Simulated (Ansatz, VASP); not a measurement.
Pb in VASP and in Ansatz

POSCAR

```
Pb
1.0
    0.0000000000      2.4946408835      2.4946408835
    2.4946408835      0.0000000000      2.4946408835
    2.4946408835      2.4946408835      0.0000000000
Pb
1
Direct
    0.0000000000      0.0000000000      0.0000000000
```

INCAR.step1

```
PREC = Accurate
ENCUT = 520
ISMEAR = -1
SIGMA = 0.1
LREAL = False
LASPH = True
NELM = 80
NBANDS = 13
GGA = PE
ALGO = Normal
EDIFF = 1E-4
LWAVE = True
LCHARG = False
```

File INCAR.step2:

```
PREC = Accurate
ENCUT = 520
EDIFF = 1E-7
ISMEAR = -1
SIGMA = 0.1
LREAL = False
LASPH = True
NELM = 80
ALGO = Normal
ISIF = 2
LWAVE = False
LCHARG = True
METAGGA = R2SCAN
LMIXTAU = True
LELF = True
LVHAR = True
NBANDS = 13
ISTART = 1
```

File KPOINTS:

```
Automatic mesh
0
Gamma
  18 18 18
```

Input for Ansatz:

```yaml
crystal:
  lattice:
    - [0.0, 2.4946408835, 2.4946408835]
    - [2.4946408835, 0.0, 2.4946408835]
    - [2.4946408835, 2.4946408835, 0.0]
  atoms:
    - { symbol: Pb, position: [0.0, 0.0, 0.0] }
hamiltonian:
  xc: r2scan
  pseudopotentials:
    kind: paw
    azcp:
      Pb: "pseudopotentials/Pb.paw.azcp"
basis:
  ecutwfc: 500
  fft_grid_basis: typed
kpoints:
  mp_grid: { grid: [18, 18, 18], shift: [0, 0, 0] }
magnetization:
  spin_polarized: false
scf:
  occupations: { method: fermi_dirac, width: 0.1 }
  lower_state_search: "off"
output:
  stress: true
  write_density: true
  write_potential: true
  elf: true
  volumetric_format: npy
```

Alike in both runs: task single point; functional r2SCAN; k mesh 18 × 18 × 18; occupations fermi-dirac, width 0.1 eV; no spin polarisation.

```csv
,VASP,Ansatz
version,VASP 6.6.1,Ansatz 0.2.0
potentials or method,"VASP PAW PBE potentials, release 64 (Pb_d), cutoff 520 eV","plane waves (500 eV) with PAW, scalar-relativistic"
valence electrons in the cell,14,14
```

|  | VASP | Ansatz | Ansatz less VASP |
| --- | --- | --- | --- |
| pressure (GPa) | 0.2 | 0.2 | +0.01 |

VASP's potentials were made for PBE, not for r2SCAN.

Neither program's run includes spin-orbit coupling.
